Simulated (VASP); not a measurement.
# Sr (Im-3m) in VASP: a series of runs, part 2 of 2

VASP 6.6.1.

## 4. Single point, PBEsol (strain +0.015 along x and y, +0.015 along z)

Input file INCAR:

```
SYSTEM = Sr
ALGO = Fast ; EDIFF = 1E-6
ENCUT = 520 ; GGA = PS
ISIF = 2 ; ISMEAR = 0
LASPH = .True. ; LCHARG = .False.
LREAL = .False. ; LWAVE = .False.
NBANDS = 11 ; NELM = 80
PREC = Accurate ; SIGMA = 0.15
```

Input file KPOINTS:

```
k-points
0
Gamma
  14 14 14
  0 0 0
```

Input file POSCAR:

```
Sr
1.0
   -2.4613750000      2.4613750000      2.4613750000
    2.4613750000     -2.4613750000      2.4613750000
    2.4613750000      2.4613750000     -2.4613750000
Sr
1
Direct
    0.0000000000      0.0000000000      0.0000000000
```

Potentials or basis: VASP PAW PBE potentials, release 64 (Sr_sv).

Started as:

```bash
$ cat potpaw_PBE.64/Sr_sv/POTCAR > POTCAR
$ mpirun -np 1 vasp_std > vasp.out
```

OUTCAR:

```text
SYSTEM = Sr
   EDIFF = 1E-6
   ENCUT = 520
   GGA = PS
   ISIF = 2
   ISMEAR = 0
   LASPH = .True.
   LREAL = .False.
   NELM = 80
   PREC = Accurate

 ion  position               nearest neighbor table
   1  0.000  0.000  0.000-

  LATTYP: Found a body centered cubic cell.
 ALAT       =     4.9227500000

  Lattice vectors:

 A1 = (  -2.4613750000,   2.4613750000,   2.4613750000)
 A2 = (   2.4613750000,  -2.4613750000,   2.4613750000)
 A3 = (   2.4613750000,   2.4613750000,  -2.4613750000)

Analysis of symmetry for initial positions (statically):
=====================================================================
 Subroutine PRICEL returns:
 Original cell was already a primitive cell.

 Routine SETGRP: Setting up the symmetry group for a
 body centered cubic supercell.

 Subroutine GETGRP returns: Found 48 space group operations
 (whereof 48 operations were pure point group operations)
 out of a pool of 48 trial point group operations.

The static configuration has the point symmetry O_h .

Analysis of symmetry for dynamics (positions and initial velocities):
=====================================================================
 Subroutine PRICEL returns:
 Original cell was already a primitive cell.

 Routine SETGRP: Setting up the symmetry group for a
 body centered cubic supercell.

 Subroutine GETGRP returns: Found 48 space group operations
 (whereof 48 operations were pure point group operations)
 out of a pool of 48 trial point group operations.

The dynamic configuration has the point symmetry O_h .

 Subroutine INISYM returns: Found 48 space group operations
 (whereof 48 operations are pure point group operations),
 and found     1 'primitive' translations

----------------------------------------------------------------------------------------

                                     Primitive cell
[... 113 lines left out ...]
   LORBIT       =      0    0 simple, 1 ext, 2 COOP (PROOUT), +10 PAW based schemes
   GGA     = PS    functional components
   LHFCALC =     F    Hartree Fock is set to
   AEXX    =    0.0000 exact exchange contribution
   IVDW    =     0    specifies the selected vdW correction
   LEPSILON=     F    determine dielectric tensor
   LRPA    =     F    only Hartree local field effects (RPA)
 non-spin polarized calculation
 RMM-DIIS sequential band-by-band and
 Gauss-broadening in eV      SIGMA  =   0.15
  energy-cutoff  :      520.00
  volume of cell :       59.65
 maximum number of plane-waves:      1638
   NGX = 15   NGY = 15   NGZ = 15

 number of electron      10.0000000 magnetization

 Free energy of the ion-electron system (eV)
  ---------------------------------------------------
  ext. energy  EPLUGINS =         0.00000000
  ---------------------------------------------------
  free energy    TOTEN  =        -1.80005055 eV

  energy without entropy =       -1.78378957  energy(sigma->0) =       -1.79192006

 E-fermi :   1.2528     XC(G=0):  -7.1838

 val. band max:        1.2443520551   @ k =   0.5000   0.5000   0.2857
 cond. band min:       1.2807735776   @ k =   0.5000   0.5000   0.2143
 fundamental gap:      0.0364215225
 Fermi energy:         1.2528425356

 k-point     1 :       0.0000    0.0000    0.0000
  band No.  band energies     occupation
      1     -35.4706      2.00000
      2     -17.3809      2.00000
      3     -17.3809      2.00000
      4     -17.3809      2.00000
      5      -2.2929      2.00000
      6       3.4949      0.00000
      7       3.4949      0.00000
      8       3.4949      0.00000
      9       4.7404      0.00000
     10       4.7404      0.00000
     11       9.0251      0.00000
[... 309 lines left out ...]
 k-point    24 :       0.3571    0.2857    0.0000
  band No.  band energies     occupation
      1     -35.4590      2.00000
      2     -17.4951      2.00000
      3     -17.4723      2.00000
      4     -17.3994      2.00000
      5       1.1696      1.56720
      6       1.3944      0.18197
      7       1.7250      0.00001
      8       4.6787      0.00000
      9       4.9895      0.00000
     10       5.1405      0.00000
     11       6.8968      0.00000

 [... further k-points ...]

------------------------ aborting loop because EDIFF is reached ----------------------------------------

  FORCE on cell =-STRESS in cart. coord.  units (eV):
  Direction    XX          YY          ZZ          XY          YZ          ZX
  --------------------------------------------------------------------------------------
  -------------------------------------------------------------------------------------
  Total       -0.5373982     -0.5373982     -0.5373982      0.0000000     -0.0000000      0.0000000
  in kB      -14.4348881    -14.4348881    -14.4348881      0.0000000     -0.0000000      0.0000000
  external PRESSURE =     -14.4348881 kB  Pullay stress =       0.0000000 kB

 VOLUME and BASIS-vectors are now :
 -----------------------------------------------------------------------------
  energy-cutoff  :      520.00
  volume of cell :       59.65
      direct lattice vectors                 reciprocal lattice vectors
    -2.461375000  2.461375000  2.461375000     0.000000000  0.203138490  0.203138490
     2.461375000 -2.461375000  2.461375000     0.203138490  0.000000000  0.203138490
     2.461375000  2.461375000 -2.461375000     0.203138490  0.203138490  0.000000000

 POSITION                                       TOTAL-FORCE (eV/Angst)
 -----------------------------------------------------------------------------------
      0.00000      0.00000      0.00000         0.000000     -0.000000      0.000000
 -----------------------------------------------------------------------------------
    total drift:                                0.000000      0.000000     -0.000000

  FREE ENERGIE OF THE ION-ELECTRON SYSTEM (eV)
  ---------------------------------------------------
  free  energy   TOTEN  =        -1.8000505453 eV

  energy  without entropy=       -1.7837895657  energy(sigma->0) =       -1.79192006
```

OSZICAR:

```text
N       E                     dE             d eps       ncg     rms          rms(c)
DAV:   1     0.369462003604E+02    0.36946E+02   -0.47300E+03  2288   0.779E+02
DAV:   2     0.449427329399E-01   -0.36901E+02   -0.36212E+02  2656   0.149E+02
DAV:   3    -0.172731429122E+01   -0.17723E+01   -0.17543E+01  3461   0.245E+01
DAV:   4    -0.179650433135E+01   -0.69190E-01   -0.69017E-01  3069   0.463E+00
DAV:   5    -0.179874506000E+01   -0.22407E-02   -0.22405E-02  3269   0.538E-01    0.108E+01
RMM:   6    -0.179930026809E+01   -0.55521E-03   -0.60941E-03  2411   0.918E-01    0.608E+00
RMM:   7    -0.179979407294E+01   -0.49380E-03   -0.12246E-02  2577   0.133E+00    0.269E-01
RMM:   8    -0.179993875197E+01   -0.14468E-03   -0.27141E-03  3102   0.373E-01    0.748E-02
RMM:   9    -0.180002430215E+01   -0.85550E-04   -0.61851E-04  3637   0.108E-01    0.481E-02
RMM:  10    -0.180004780385E+01   -0.23502E-04   -0.94510E-05  3414   0.548E-02    0.545E-02
RMM:  11    -0.180004981137E+01   -0.20075E-05   -0.43864E-05  3506   0.347E-02    0.506E-03
RMM:  12    -0.180005054534E+01   -0.73397E-06   -0.65121E-06  3043   0.107E-02
   1 F= -.18000505E+01 E0= -.17919201E+01  d E =-.162610E-01
```

stdout:

```text
POSCAR found type information on POSCAR Sr
 POSCAR found :  1 types and       1 ions
 scaLAPACK will be used
 -----------------------------------------------------------------------------
|                                                                             |
|                                                                             |
|     You enforced a specific xc type in the INCAR file but a different       |
|     I HOPE YOU KNOW WHAT YOU ARE DOING!                                     |
|                                                                             |
 -----------------------------------------------------------------------------

 LDA part: xc-table for (Slater+PW92), standard interpolation
 POSCAR, INCAR and KPOINTS ok, starting setup
 FFT: planning ... GRIDC
 FFT: planning ... GRID_SOFT
 FFT: planning ... GRID
 WAVECAR not read
 entering main loop
WARNING in EDDRMM: call to ZHEGV failed, returncode =   6  3      8
```

Wall time 34 s (1 thread of AMD EPYC 9R45 (Zen 5), shared host); peak memory 0.19 GiB.

What came out:

```
Free energy            : -1.8001 eV
Pressure               : -1.4 GPa
Band gap on the k mesh : zero (bands 5 and 6 overlap by 0.28 eV)
```

Levels at points of the mesh, in eV from the Fermi level:
| k point | band 2 | band 3 | band 4 | band 5 | band 6 | band 7 | band 8 | band 9 |
| --- | --- | --- | --- | --- | --- | --- | --- | --- |
| (0.00, 0.00, 0.00) | -18.63 | -18.63 | -18.63 | -3.55 | 2.24 | 2.24 | 2.24 | 3.49 |
| (0.50, 0.00, 0.00) | -18.78 | -18.68 | -18.63 | -0.99 | 0.11 | 1.18 | 3.27 | 3.92 |
| (0.50, 0.50, 0.50) | -18.74 | -18.74 | -18.74 | -0.05 | -0.05 | 3.28 | 3.28 | 3.28 |

Caveat: the cell differs from its parent crystal (strain +0.015 along x and y, +0.015 along z); the PAW data sets were made with another functional, which shifts forces and pressure a little.

## 5. Overview

```csv
cell,gap on the mesh (eV),pressure (GPa)
"a = 4.074 Å, angles 109.5°, 1 atom",none,-0.2
"a = 4.137 Å, angles 109.5°, 1 atom",none,-0.7
"a = 4.263 Å, angles 109.5°, 1 atom",none,-1.4
```

Alike in all rows: task single point; level PBEsol; potentials or basis VASP PAW PBE potentials, release 64 (Sr_sv); no spin polarisation; k mesh 14 × 14 × 14; cutoff (eV) 520; smearing gaussian 0.15 eV.

Caveats: the PAW data sets were made with another functional, which shifts forces and pressure a little.

Absolute energies hang on the potentials; compare differences alone.
